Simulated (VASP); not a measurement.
A run of VASP 6.6.1:

INCAR

```
SYSTEM = Co
PREC = Accurate ; ENCUT = 520
EDIFF = 1E-6 ; ISMEAR = 0
SIGMA = 0.1 ; LREAL = .False.
LASPH = .True. ; NELM = 150
ALGO = Normal ; ISIF = 2
LWAVE = .False. ; LCHARG = .True.
ISPIN = 2 ; MAGMOM = 3
LORBIT = 11 ; LMAXMIX = 4
GGA = PE ; LELF = .True.
LVHAR = .True. ; NBANDS = 14
```

File KPOINTS:

```
regular mesh
0
Gamma
  10 10 10
  0 0 0
```

The input POSCAR:

```
Co
1.0
   -1.4302440545      1.4302440545      1.3372142032
    1.4302440545     -1.4302440545      1.3372142032
    1.4302440545      1.4302440545     -1.3372142032
Co
1
Direct
    0.0000000000      0.0000000000      0.0000000000
```

Potentials or basis: VASP PAW PBE potentials, release 64 (Co).

The run is started by

```console
$ cat potpaw_PBE.64/Co/POTCAR > POTCAR
$ mpirun -np 1 vasp_std > vasp.out
```

Hardware: 1 thread of Intel(R) Xeon(R) Platinum 8488C (Sapphire Rapids), with other jobs on the host.

Problem. Estimate the wall time of this run.

Solution. Run time: 21 s on 1 thread of Intel(R) Xeon(R) Platinum 8488C (Sapphire Rapids) (shared host), peak memory 0.14 GiB. Counts: scf iterations 12, k points 102.
